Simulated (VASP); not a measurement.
# Al16N16O (a cell with a defect) in VASP: notebook, part 2 of 2

VASP 6.6.1. The steps go on from the part before.

### 3 Single point, PBE

File INCAR:

```
SYSTEM = Al16N16O
ALGO     = Normal         ! electronic algorithm
EDIFF    = 1E-6           ! SCF threshold, eV
ENCUT    = 520            ! plane-wave cutoff, eV
GGA      = PE             ! functional
GGA_COMPAT= .FALSE.      
ISIF     = 2              ! what is computed and relaxed
ISMEAR   = -1             ! smearing method
LASPH    = .TRUE.         ! aspherical terms in the spheres
LCHARG   = .FALSE.        ! write CHGCAR
LREAL    = Auto         
LWAVE    = .FALSE.        ! write WAVECAR
NBANDS   = 89             ! bands
NELECT   = 136.0        
NELM     = 120            ! most SCF steps
PREC     = Accurate       ! precision mode
SIGMA    = 0.01           ! smearing width, eV
```

File KPOINTS:

```
k-points
0
G
  1 1 1
  0 0 0
```

File POSCAR:

```
Al16N16O
1.0
    6.2595139100      0.0000000600      0.0000000000
   -3.1297570100      5.4208980300      0.0000000000
    0.0000000000      0.0000000000     10.0348065900
Al N O
16 16 1
Direct
    0.3043993438      0.1451604471      0.1780867408
    0.1577068507      0.3264145499      0.5194151928
    0.3458327539      0.1706739315      0.7128629671
    0.1723565539      0.3516347253      1.0007595971
    0.3288887073      0.6630375558      0.2709897770
    0.1672098203      0.8325484016      0.4650962585
    0.3503007842      0.6738665732      0.7633709660
    0.1509990042      0.8433010482      0.9492912409
    0.8260758320      0.1728220943      0.2521871226
    0.6673327994      0.3278436433      0.5053499492
    0.8388450673      0.1658861585      0.7603798769
    0.6811552457      0.3420379703      1.0004040347
    0.8494329119      0.6915767329      0.2494509463
    0.6643355463      0.8293393337      0.5017567558
    0.8311240044      0.6614261936      0.7435495575
    0.6929336894      0.8360384079      1.0179401973
    0.3249484356      0.1548676946      0.5214670510
    0.1559052116      0.3539005862      0.1915759893
    0.3514960688      0.1875901324      0.9757984782
    0.1698459593      0.3420412964      0.7128816022
    0.3297084574      0.6464321891      0.4654584977
    0.2033632023      0.8681155708      0.2858883202
    0.3485900616      0.6854325535      0.9542028453
    0.1746832493      0.8394384038      0.7500776355
    0.8353605994      0.1664845833      0.4446996522
    0.6729416410      0.3488058527      0.1911820604
    0.8384102509      0.1675764688      0.9485200252
    0.6906737976      0.3342525442      0.6922528040
    0.8199660284      0.6554115077      0.4519515109
    0.6456996552      0.8333563805      0.2169942171
    0.7955583787      0.6389760392      0.9212397785
    0.6746696864      0.8402017404      0.6910779932
    0.0015205799     -0.1018676236      0.0988501364
```

Potentials or basis: VASP PAW PBE potentials, release 64 (Al, N, O).

Started as:

```sh
$ cat potpaw_PBE.64/Al/POTCAR potpaw_PBE.64/N/POTCAR potpaw_PBE.64/O/POTCAR > POTCAR
$ mpirun -np 1 vasp_gam > vasp.out
```

Wall time 2.7 min (1 thread of Intel Xeon 8259CL, shared host); peak memory 0.41 GiB.

The run converged. Its results:

* Free energy: -217.1174 eV
* Largest force: 0.656 eV/Å

Forces on the atoms (eV/Å):
```
Al  -0.067  0.094  0.025
Al  -0.021  0.014  0.029
Al  -0.008  0.023  0.037
Al   0.012  0.060 -0.030
Al   0.081 -0.034  0.033
Al   0.026  0.017 -0.002
Al  -0.053  0.042  0.071
Al  -0.204  0.058  0.029
Al  -0.062  0.022  0.063
Al  -0.022  0.018  0.007
Al   0.011  0.019  0.022
Al  -0.100 -0.019 -0.105
Al   0.021  0.112 -0.065
Al  -0.018  0.020  0.018
Al  -0.019 -0.005 -0.095
Al  -0.022 -0.009 -0.006
N   -0.026  0.014  0.000
N    0.476 -0.377  0.248
N   -0.105  0.077 -0.093
N   -0.001  0.040  0.051
N    0.015  0.002  0.017
N    0.124  0.017 -0.008
N   -0.166  0.087  0.128
N   -0.043  0.024 -0.004
N   -0.037  0.025  0.032
N    0.083  0.105 -0.132
N    0.027  0.034  0.078
N    0.018 -0.014 -0.020
N    0.006  0.039 -0.013
N    0.005  0.120  0.013
N   -0.157 -0.092 -0.165
N   -0.047  0.023  0.028
O    0.276 -0.552 -0.193
```

Levels at points of the mesh, in eV from the Fermi level:
| k point | band 64 | band 65 | band 66 | band 67 | band 68 | band 69 | band 70 | band 71 | band 72 | band 73 |
| --- | --- | --- | --- | --- | --- | --- | --- | --- | --- | --- |
| (0.00, 0.00, 0.00) | -1.09 | -1.00 | -0.93 | -0.47 | -0.24 | 2.89 | 4.04 | 4.10 | 4.43 | 4.58 |

Caveat: the k points lie up to 1.16 Å⁻¹ apart; the cell carries a net charge on a neutralising background, which shifts energy and pressure; the cell is charged against a uniform background, so pressure and absolute levels hang on convention.

### 4 Single point, PBE

File INCAR:

```
  PREC = Accurate
  ENCUT = 520
  EDIFF = 1E-6
  ISMEAR = -1
  SIGMA = 0.01
  LREAL = Auto
  LASPH = True
  NELM = 120
  ALGO = Normal
  ISIF = 2
  LWAVE = False
  LCHARG = False
  GGA = PE
  NELECT = 136.0
  NBANDS = 89
  GGA_COMPAT = False
```

File KPOINTS:

```
regular mesh
0
Gamma
  1 1 1
```

File POSCAR:

```
Al16N16O
1.0
    6.2595139100      0.0000000600      0.0000000000
   -3.1297570100      5.4208980300      0.0000000000
    0.0000000000      0.0000000000     10.0348065900
Al N O
16 16 1
Direct
    0.3073970440      0.1402741718      0.2471413851
    0.1720539702      0.3335703752      0.5053789482
    0.3417060853      0.1772933145      0.7443690053
    0.1658345731      0.3227837861      1.0141032524
    0.3400600342      0.6595331548      0.2754378946
    0.1772197012      0.8344038136      0.4780088143
    0.3309753330      0.6605269017      0.7617543927
    0.1540748422      0.8526766165      0.9434250591
    0.8287222704      0.1722387961      0.2502830500
    0.6761758407      0.3392806781      0.5102668351
    0.8344099054      0.1663858912      0.7618392972
    0.6630503695      0.3364436944      0.9901192326
    0.8573139473      0.6909410448      0.2015799689
    0.6789241520      0.8454672886      0.5216316780
    0.8269640336      0.6607240960      0.7291034396
    0.6565067875      0.8299063985      0.9989324568
    0.3493168926      0.1824719767      0.4527388704
    0.1675666861      0.3430426065      0.2097874016
    0.3525311905      0.2064124750      0.9246316724
    0.1603048379      0.3313897403      0.6941924528
    0.3594499473      0.6641703936      0.4681882962
    0.1433443973      0.7943224476      0.2967002875
    0.3174068904      0.6628811243      0.9561412982
    0.1723884381      0.8378860780      0.7401790890
    0.8355189116      0.1700701516      0.4427870094
    0.6601916113      0.3354910847      0.1829945583
    0.8337107150      0.1672263424      0.9527677404
    0.6670564567      0.3144733493      0.6962035528
    0.8497701545      0.6795914494      0.5260252854
    0.6535050245      0.8333774101      0.1968045903
    0.8057728661      0.6545522406      0.9274666050
    0.6584134942      0.8420217343      0.7109993537
    0.0863944187     -0.0478512977      0.0982381664
```

Started as:

```sh
$ cat potpaw_PBE.64/Al/POTCAR potpaw_PBE.64/N/POTCAR potpaw_PBE.64/O/POTCAR > POTCAR
$ mpirun -np 1 vasp_gam > vasp.out
```

Run time: 3.1 min. Hardware: 1 thread of Intel Xeon 8259CL, shared host; peak memory 0.41 GiB.

It converged, with:

```
Free energy   : -217.2888 eV
Largest force : 0.021 eV/Å
```

Forces on the atoms (eV/Å):
```
Al   0.000  0.007 -0.007
Al   0.005  0.003 -0.002
Al   0.003  0.001 -0.005
Al   0.004 -0.007  0.006
Al   0.000 -0.001  0.001
Al   0.000  0.001  0.006
Al   0.002  0.004 -0.001
Al   0.014 -0.007 -0.014
Al   0.000  0.001 -0.002
Al  -0.001 -0.005  0.001
Al  -0.003 -0.006  0.003
Al   0.003  0.004  0.001
Al  -0.010 -0.013  0.003
Al  -0.004  0.002 -0.001
Al  -0.004 -0.004 -0.002
Al   0.003 -0.001 -0.003
N    0.003  0.006  0.010
N    0.001 -0.002  0.001
N   -0.002  0.006  0.000
N    0.001 -0.003  0.006
N    0.001  0.003 -0.002
N    0.002  0.000 -0.011
N   -0.006  0.003 -0.006
N   -0.005 -0.004  0.001
N    0.005  0.000  0.006
N    0.002 -0.008  0.003
N   -0.003  0.002 -0.001
N    0.001  0.005  0.000
N    0.002  0.004  0.002
N   -0.008  0.001  0.006
N    0.002  0.005  0.002
N    0.002 -0.005  0.004
O   -0.009  0.010 -0.005
```

Levels at points of the mesh, in eV from the Fermi level:
| k point | band 65 | band 66 | band 67 | band 68 | band 69 | band 70 | band 71 | band 72 |
| --- | --- | --- | --- | --- | --- | --- | --- | --- |
| (0.00, 0.00, 0.00) | -1.05 | -0.87 | -0.57 | -0.31 | 2.83 | 4.07 | 4.12 | 4.40 |

Caveat: the k points lie up to 1.16 Å⁻¹ apart; the cell carries a net charge on a neutralising background, which shifts energy and pressure; the cell is charged against a uniform background, so pressure and absolute levels hang on convention.

### 5 Single point, PBE

File INCAR:

```
ALGO     = Normal         # electronic algorithm
EDIFF    = 1E-6           # SCF threshold, eV
ENCUT    = 520            # plane-wave cutoff, eV
GGA      = PE             # functional
GGA_COMPAT= False        
ISIF     = 2              # what is computed and relaxed
ISMEAR   = -1             # smearing method
LASPH    = True           # aspherical terms in the spheres
LCHARG   = True           # write CHGCAR
LELF     = True           # ELF
LREAL    = Auto         
LVHAR    = True         
LWAVE    = False          # write WAVECAR
NBANDS   = 89             # bands
NELM     = 120            # most SCF steps
PREC     = Accurate       # precision mode
SIGMA    = 0.01           # smearing width, eV
```

File KPOINTS:

```
k-points
0
Gamma
  1 1 1
```

File POSCAR:

```
Al16N16O
1.0
    6.2595139100      0.0000000600      0.0000000000
   -3.1297570100      5.4208980300      0.0000000000
    0.0000000000      0.0000000000     10.0348065900
Al N O
16 16 1
Direct
    0.3544377753      0.2318503266      0.2658762753
    0.1662747585      0.3481609467      0.5028661943
    0.3366237818      0.1786139445      0.7490308789
    0.1647058789      0.3377475429      0.9994520482
    0.3368046428      0.6742582058      0.2581471777
    0.1716958027      0.8542187962      0.5011581394
    0.3356586481      0.6747629193      0.7443203746
    0.1641097589      0.8275857552      0.9868417404
    0.8284297314      0.1708277752      0.2484170450
    0.6790352488      0.3553261745      0.5048006610
    0.8349642843      0.1773423784      0.7511661468
    0.6618839196      0.3380107779      0.9996140842
    0.8227933368      0.6702754655      0.2472147298
    0.6726355600      0.8510848081      0.5002168158
    0.8348505126      0.6798676030      0.7499962189
    0.6586894846      0.8357556138      0.9975799643
    0.3474234219      0.1947393169      0.4535509438
    0.1590578000      0.3591727754      0.1940281542
    0.3293311297      0.1669400485      0.9427450260
    0.1659133645      0.3409379737      0.6925742851
    0.3357863192      0.6840822239      0.4480643408
    0.1397611566      0.7635649977      0.1734846591
    0.3323360654      0.6645395210      0.9319473092
    0.1690968320      0.8456384836      0.6934183472
    0.8354341577      0.1818871974      0.4433434726
    0.6544524583      0.3344445792      0.1939240166
    0.8299922895      0.1720604123      0.9455537498
    0.6727293977      0.3477921830      0.6964960348
    0.8392072073      0.6843113316      0.4424152035
    0.6502053615      0.8352464732      0.1902934534
    0.8276332144      0.6720910318      0.9413159003
    0.6704374357      0.8465351929      0.6912012641
    0.0956822069     -0.0305119198      0.2213326166
```

Potentials or basis: VASP PAW PBE potentials, release 64 (Al, N, O).

Started as:

```sh
$ cat potpaw_PBE.64/Al/POTCAR potpaw_PBE.64/N/POTCAR potpaw_PBE.64/O/POTCAR > POTCAR
$ mpirun -np 1 vasp_gam > vasp.out
```

OUTCAR:

```text
EDIFF = 1E-6
   ENCUT = 520
   GGA = PE
   ISIF = 2
   ISMEAR = -1
   LASPH = True
   LREAL = Auto
   NELM = 120
   PREC = Accurate

 ion  position               nearest neighbor table
   1  0.354  0.232  0.266-  33 1.69  26 1.80  17 1.90  18 1.90   5 2.83  13 2.85   2 2.90  10 2.98
                             9 3.12   6 3.13   4 3.13  12 3.16   9 3.18
   2  0.166  0.348  0.503-  17 1.88  25 1.89  21 1.90  20 1.90   1 2.90   7 3.00   5 3.03  11 3.07
                            10 3.07   3 3.08  14 3.10   6 3.11   9 3.14   6 3.15  14 3.16  10 3.19
   3  0.337  0.179  0.749-  24 1.89  20 1.89  28 1.90  19 1.94   6 3.05   8 3.05  12 3.07  10 3.07
                             2 3.08   4 3.09   7 3.11  11 3.12  15 3.13  15 3.13  11 3.14   7 3.15
   4  0.165  0.338  0.999-  27 1.89  23 1.90  19 1.91  18 1.96  11 3.07   8 3.07   3 3.09   9 3.09
                            16 3.10  12 3.11   1 3.13   7 3.15  12 3.15  16 3.15   5 3.17   8 3.19
   5  0.337  0.674  0.258-  22 1.80  18 1.83  30 1.83  21 1.91   1 2.83   2 3.03  14 3.04  13 3.06
                             6 3.07   9 3.09  16 3.14   9 3.17   4 3.17  13 3.21   8 3.25
   6  0.172  0.854  0.501-  21 1.89  29 1.90  17 1.91  24 1.93   3 3.05   7 3.07   5 3.07  15 3.09
                            10 3.10   2 3.11  14 3.11   1 3.13  14 3.15   2 3.15  10 3.16  13 3.17
   7  0.336  0.675  0.744-  20 1.88  23 1.88  32 1.89  24 1.90   2 3.00   8 3.00  14 3.06   6 3.07
[... 346 lines left out ...]
     79      12.2636      0.00000
 [bands above 79 left out]

------------------------ aborting loop because EDIFF is reached ----------------------------------------

  FORCE on cell =-STRESS in cart. coord.  units (eV):
  Direction    XX          YY          ZZ          XY          YZ          ZX
  --------------------------------------------------------------------------------------
  -------------------------------------------------------------------------------------
  Total       23.5528349     27.1825623    -10.1548081      1.6958120      4.0954241      0.8030868
  in kB      110.8237687    127.9028198    -47.7816833      7.9793484     19.2703060      3.7787851
  external PRESSURE =      63.6483017 kB  Pullay stress =       0.0000000 kB

 VOLUME and BASIS-vectors are now :
 -----------------------------------------------------------------------------
  energy-cutoff  :      520.00
  volume of cell :      340.50
      direct lattice vectors                 reciprocal lattice vectors
     6.259513910  0.000000060  0.000000000     0.159756813  0.092235641  0.000000000
    -3.129757010  5.420898030  0.000000000    -0.000000002  0.184471279  0.000000000
     0.000000000  0.000000000 10.034806590     0.000000000  0.000000000  0.099653141

 POSITION                                       TOTAL-FORCE (eV/Angst)
 -----------------------------------------------------------------------------------
      1.49297      1.25684      2.66802        -0.115819      0.602152      0.197211
     -0.04886      1.88735      5.04617        -0.045621      0.046128      0.090541
      1.54808      0.96825      7.51638        -0.028661     -0.016659      0.041892
     -0.02609      1.83089     10.02931        -0.023252      0.078285      0.116320
     -0.00203      3.65508      2.59046         0.013089      0.109925      0.141559
     -1.59877      4.63063      5.02902        -0.105144     -0.047279      0.012385
[... 25 lines left out ...]
      1.54716      4.58898      6.93607         0.011733      0.013549     -0.003219
     -2.43534      5.25550      2.22103         0.839760     -0.223652     -1.239519
 -----------------------------------------------------------------------------------
    total drift:                               -0.004289      0.010293      0.009726

  FREE ENERGIE OF THE ION-ELECTRON SYSTEM (eV)
  ---------------------------------------------------
  free  energy   TOTEN  =      -232.9582499089 eV

  energy  without entropy=     -232.9582499089  energy(sigma->0) =     -232.95824991
```

stdout:

```text
POSCAR found type information on POSCAR AlN O
 POSCAR found :  3 types and      33 ions
 scaLAPACK will be used
 LDA part: xc-table for (Slater+PW92), standard interpolation
 POSCAR, INCAR and KPOINTS ok, starting setup
 FFT: planning ... GRIDC
 FFT: planning ... GRID_SOFT
 FFT: planning ... GRID
 WAVECAR not read
 entering main loop
```

Wall time 3.1 min (1 thread of Intel Xeon 8259CL, shared host); peak memory 0.41 GiB.

Results:

| Item | Value |
| --- | --- |
| Free energy | -232.9582 eV |
| Pressure | 6.4 GPa |
| Largest force | 1.514 eV/Å |
| Band gap on the k mesh | 3.79 eV |

Forces on the atoms (eV/Å):
```
Al  -0.116  0.602  0.197
Al  -0.046  0.046  0.091
Al  -0.029 -0.017  0.042
Al  -0.023  0.078  0.116
Al   0.013  0.110  0.142
Al  -0.105 -0.047  0.012
Al   0.001  0.044  0.020
Al  -0.054 -0.039 -0.053
Al   0.026  0.136 -0.060
Al   0.019 -0.078 -0.005
Al   0.002 -0.019  0.073
Al  -0.043  0.003  0.013
Al  -0.099 -0.109  0.216
Al   0.072 -0.065 -0.002
Al  -0.025 -0.043 -0.029
Al   0.010  0.027  0.076
N   -0.123 -0.019  0.018
N   -0.163  0.286  0.027
N   -0.054 -0.020  0.056
N   -0.022  0.030  0.052
N   -0.030  0.054  0.092
N   -0.018 -0.476 -0.073
N    0.016  0.060  0.021
N   -0.035 -0.003  0.020
N    0.107 -0.101 -0.113
N   -0.091 -0.022 -0.004
N   -0.005  0.026  0.092
N   -0.001 -0.083 -0.005
N   -0.012 -0.245  0.078
N    0.032  0.120  0.168
N   -0.054 -0.025 -0.036
N    0.012  0.014 -0.003
O    0.840 -0.224 -1.240
```

Stress tensor (GPa, compression positive):
```
11.08  0.80  0.38
 0.80 12.79  1.93
 0.38  1.93 -4.78
```

Caveat: the k points lie up to 1.16 Å⁻¹ apart.
